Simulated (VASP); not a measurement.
**RuBr: single point with r2SCAN**

The system is RuBr.

```
Ru Br
1.0
     0.00000    2.78670    2.78670
     2.78670    0.00000    2.78670
     2.78670    2.78670    0.00000
Ru Br
1 1
Direct
  0.00000 0.00000 0.00000
  0.50000 0.50000 0.50000
```

- Program: VASP 6.6.1
- Task: single point
- Functional: r2SCAN
- Potentials or basis: VASP PAW PBE potentials, release 64 (Ru_pv, Br)
- Cutoff: 520 eV
- k mesh: 18 × 18 × 18
- Occupations: gaussian, width 0.1 eV
- Spin: collinear spin, ferromagnetic start
- Starting moments: [2.56, 0.14] μB
- Dipole correction: no
- Further INCAR settings: ALGO = Normal; EDIFF = 1e-06; NBANDS = 22

The pressure is 0.1 GPa and the net moment is 2.80 μB per cell. The site moments are Ru +2.47; Br +0.13 μB. The valence electrons inside the program's atomic spheres are Ru 12.32; Br 4.90.

Levels at points of the mesh, in eV from the Fermi level:
Spin up:
```tsv
k point	band 9	band 10	band 11	band 12	band 13	band 14	band 15	band 16
(0.00, 0.00, 0.00)	-3.07	-2.65	-2.65	-2.65	0.11	9.18	9.56	9.94
(0.50, 0.00, 0.00)	-1.90	-1.56	0.26	0.26	2.57	5.98	5.98	7.14
(0.50, 0.50, 0.00)	-2.72	-1.95	-1.61	-1.61	1.12	7.25	8.51	9.19
```
Spin down:
```csv
k point,band 7,band 8,band 9,band 10,band 11,band 12
"(0.00, 0.00, 0.00)",-3.98,-1.12,-1.12,-1.12,0.02,0.02
"(0.50, 0.00, 0.00)",-5.30,-0.09,-0.09,0.09,2.88,2.97
"(0.50, 0.50, 0.00)",-4.93,-2.06,0.18,0.18,0.56,1.42
```

Run time: 34 min on 1 thread of Intel Xeon 8259CL, with other jobs on the host, peak memory 0.41 GiB.

Caveat: an empty level that is flat over the whole mesh can mark a ghost state of the potentials, or a narrow d or f band; the PAW data sets were made with another functional, which shifts forces and pressure a little.
